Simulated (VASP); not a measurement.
Zr2Br, 3 atoms in the cell. The structure is tetragonal, space group I4/mmm (No. 139). Conventional cell: a = 5.062 Å, b = 5.062 Å, c = 5.218 Å, α = 90.00°, β = 90.00°, γ = 90.00°. Zr (site symmetry -4m2) has 2 Zr at 2.61 Å and 4 Br at 2.85 Å within 3.4 Å. Within 3.8 Å of Br (site symmetry 4/mmm) lie 8 Zr at 2.85 Å. 

| Quantity | Value |
| --- | --- |
| Program | VASP 6.6.1 |
| Task | single point |
| Functional | PBE |
| Potentials or basis | VASP PAW PBE potentials, release 64 (Zr_sv, Br) |
| Cutoff | 520 eV |
| k mesh | 6 × 6 × 6 |
| Occupations | gaussian, width 0.1 eV |
| Spin | no spin polarisation |
| Dipole correction | no |
| Further INCAR settings | ALGO = Normal; EDIFF = 1e-06; NBANDS = 22 |

Potentials or basis: VASP PAW PBE potentials, release 64 (Zr_sv, Br).

The run is started by

```bash
$ cat potpaw_PBE.64/Zr_sv/POTCAR potpaw_PBE.64/Br/POTCAR > POTCAR
$ mpirun -np 1 vasp_std > vasp.out
```

Hardware: 1 thread of AMD EPYC 7R13 (shared host).

How long does it take, and how much memory?

Wall time 87 s on 1 thread of AMD EPYC 7R13, with other jobs on the host, peak memory 0.19 GiB. Counts: scf iterations 13, k points 30.
